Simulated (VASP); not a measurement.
S: single point with PBE

The system is S.

```
S
1.0
     1.63850    0.94599    0.86133
    -1.63850    0.94599    0.86133
     0.00000   -1.89198    0.86133
S
1
Direct
  0.00000 0.00000 0.00000
```

```yaml
Program: VASP 6.6.1
Task: single point
Functional: PBE
Potentials_or_basis: VASP PAW PBE potentials, release 64 (S)
Cutoff: 520 eV
k_mesh: 10 × 10 × 10
Occupations: fermi-dirac, width 0.05 eV
Spin: no spin polarisation
```

```json
{
  "Pressure": "217.4 GPa",
  "Band gap on the k mesh": "zero (band 3 reaches 29.10 eV, above the bottom of band 4 at 13.99 eV)"
}
```

Stress tensor (GPa, compression positive):
```
220.33   0.00   0.00
  0.00 220.33   0.00
  0.00   0.00 211.53
```

Levels at points of the mesh, in eV from the Fermi level:
| k point | band 1 | band 2 | band 3 | band 4 | band 5 | band 6 | band 7 | band 8 |
| --- | --- | --- | --- | --- | --- | --- | --- | --- |
| (0.00, 0.00, 0.00) | -27.07 | 4.81 | 7.94 | 7.94 | 8.23 | 8.23 | 16.18 | 22.47 |
| (0.50, 0.00, 0.00) | -18.69 | -16.48 | 4.04 | 5.99 | 6.83 | 11.53 | 24.90 | 26.56 |
| (0.50, 0.50, 0.00) | -14.76 | -13.98 | -4.86 | 0.44 | 8.19 | 11.87 | 20.13 | 23.77 |
| (0.50, 0.50, 0.50) | -8.43 | -8.43 | -4.48 | -4.33 | -1.53 | -1.53 | 18.18 | 22.52 |

It took 2.8 s on 1 thread of Intel(R) Xeon(R) Platinum 8488C (Sapphire Rapids) (shared host), peak memory 0.11 GiB.
